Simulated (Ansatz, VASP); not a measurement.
# One calculation of BN, two programs

```
CELL_PARAMETERS angstrom
2.55394 0.00000 0.00000
-1.27697 2.21178 0.00000
0.00000 0.00000 4.22685
ATOMIC_POSITIONS crystal
B 0.66667 0.33333 0.99972
B 0.33333 0.66667 0.49972
N 0.75401 0.39727 0.64893
N 0.33333 0.66667 0.12528
```

Alike in both runs: task single point; functional PBE; k mesh 12 × 12 × 6; occupations gaussian, width 0.05 eV; no spin polarisation.

|  | VASP | Ansatz |
| --- | --- | --- |
| version | VASP 6.6.1 | Ansatz 0.2.0 |
| potentials or method | VASP PAW PBE potentials, release 64 (B, N), cutoff 520 eV | scalar-relativistic, plane waves, PAW |
| valence electrons in the cell | 16 | 16 |

```csv
,VASP,Ansatz,Ansatz less VASP
gap on the k mesh at the Fermi level (eV),3.74,3.76,+0.015
least direct gap on the mesh (eV),7.12,7.12,+0.003
pressure (GPa),7.0,6.8,-0.19
"traceless stress, the component that is largest in VASP (GPa)",4.97,4.89,-0.077
rms of the force components (eV/Å),2.015,2.008,-0.0070
```

Atom by atom the forces differ by 0.008 eV/Å (rms over components).
